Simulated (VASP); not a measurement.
Write the native input for VASP 6.6.1 that does the following.

* Task: single point
* Functional: PBEsol
* Potentials or basis: VASP PAW PBE potentials, release 64 (I)
* Cutoff: 520 eV
* k mesh: 22 × 22 × 22
* Occupations: gaussian, width 0.15 eV
* Spin: no spin polarisation
* Dipole correction: no
* Further INCAR settings: ALGO = Normal; EDIFF = 1e-06; NBANDS = 10

The structure of I lies in POSCAR:

```
I
1.0
   -1.6630419314      1.6630419314      4.0342056728
    1.6630419314     -1.6630419314      4.0342056728
    1.6630419314      1.6630419314     -4.0342056728
I
1
Direct
    0.0000000000      0.0000000000      0.0000000000
```

This cell differs from its parent crystal: ratio of the length along z to the lengths across it x 0.92, volume and fractional coordinates fixed.

One way to write it, as run:

INCAR

```
SYSTEM = I
PREC = Accurate
ENCUT = 520
EDIFF = 1E-6
ISMEAR = 0
SIGMA = 0.15
LREAL = .False.
LASPH = .True.
NELM = 100
ALGO = Normal
ISIF = 2
LWAVE = .False.
LCHARG = .True.
GGA = PS
LELF = .True.
LVHAR = .True.
NBANDS = 10
```

KPOINTS

```
regular mesh
0
Gamma
  22 22 22
  0 0 0
```

Potentials or basis: VASP PAW PBE potentials, release 64 (I).

Command:

```console
$ cat potpaw_PBE.64/I/POTCAR > POTCAR
$ mpirun -np 1 vasp_std > vasp.out
```

It gave:

```yaml
Pressure: -3.0 GPa
Band_gap_on_the_k_mesh: zero (an odd number of electrons rules out a gap without spin polarisation)
```

Caveat: the cell stands under tension; the PAW data sets were made with another functional, which shifts forces and pressure a little; spin-orbit coupling is left out, which moves the levels of the heavy elements; an odd number of electrons without spin polarisation forces a metal; a magnetic or distorted state may lie lower.

Run time: 3.2 min on 1 thread of Intel(R) Xeon(R) Platinum 8559C (Emerald Rapids) (shared host), peak memory 0.47 GiB.
